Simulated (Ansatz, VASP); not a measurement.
## Ru in VASP and in Ansatz

Contents of INCAR:

```
ALGO     = Fast           # electronic algorithm
EDIFF    = 1E-7           # SCF threshold, eV
ENCUT    = 520            # plane-wave cutoff, eV
GGA      = PS             # functional
ISIF     = 2              # what is computed and relaxed
ISMEAR   = 0              # smearing method
LASPH    = T              # aspherical terms in the spheres
LCHARG   = F              # write CHGCAR
LREAL    = F              # projectors in reciprocal space
LWAVE    = F              # write WAVECAR
NBANDS   = 21             # bands
NELM     = 100            # most SCF steps
PREC     = Accurate       # precision mode
SIGMA    = 0.15           # smearing width, eV
```

Contents of KPOINTS:

```
k-points
0
Gamma
  18 18 10
```

The input POSCAR:

```
Ru
1.0
    2.7614993361      0.0000000000      0.0000000000
   -1.3807496681      2.3915285776      0.0000000000
    0.0000000000      0.0000000000      4.2523798378
Ru
2
Direct
    0.3533605057      0.7067210114      0.2500000000
    0.6466394943      0.2932789886      0.7500000000
```

Input for Ansatz:

```yaml
crystal:
  lattice:
    - [2.7614993361, 0.0, 0.0]
    - [-1.3807496681, 2.3915285776, 0.0]
    - [0.0, 0.0, 4.2523798378]
  atoms:
    - { symbol: Ru, position: [0.3533605057, 0.7067210114, 0.25] }
    - { symbol: Ru, position: [0.6466394943, 0.2932789886, 0.75] }
basis:
  ecutwfc: 420
kpoints:
  mp_grid: { grid: [18, 18, 10] }
hamiltonian:
  xc: pbesol
  pseudopotentials: { kind: paw, azcp: { folder: soft_1 } }
scf:
  occupations: { method: gaussian, width: 0.15 }
output:
  forces: true
  stress: true
  eigenvalues: true
```

Change from the starting cell: mode 5 frozen in at +0.093 Å, equal normal strain along x and y +0.0267.

Alike in both runs: task single point; functional PBEsol; k mesh 18 × 18 × 10; occupations gaussian, width 0.15 eV; no spin polarisation.

|  | VASP | Ansatz |
| --- | --- | --- |
| version | VASP 6.6.1 | Ansatz 0.2.0 |
| potentials or method | VASP PAW PBE potentials, release 64 (Ru_pv), cutoff 520 eV | scalar-relativistic, plane waves, PAW |
| valence electrons in the cell | 28 | 32 |

VASP gave:

- gap on the k mesh at the Fermi level (eV): none
- pressure (GPa): -13.9
- traceless stress, the component that is largest in VASP (GPa): 7.93
- rms of the force components (eV/Å): 0.682

Task: Which values does Ansatz return?

Result: gap on the k mesh at the Fermi level (eV): none; pressure (GPa): -13.7; traceless stress, the component that is largest in VASP (GPa): 7.92; rms of the force components (eV/Å): 0.682.

VASP's potentials were made for PBE, not for PBEsol, and Ansatz warns of the same on its side. Atom by atom the forces differ by 0.000 eV/Å (rms over components). A gap of «none» marks a metal or a gap that the smearing closes. VASP's potentials hold 28 valence electrons a cell and Ansatz's 32, so a difference there can come from the potentials and not from the codes.
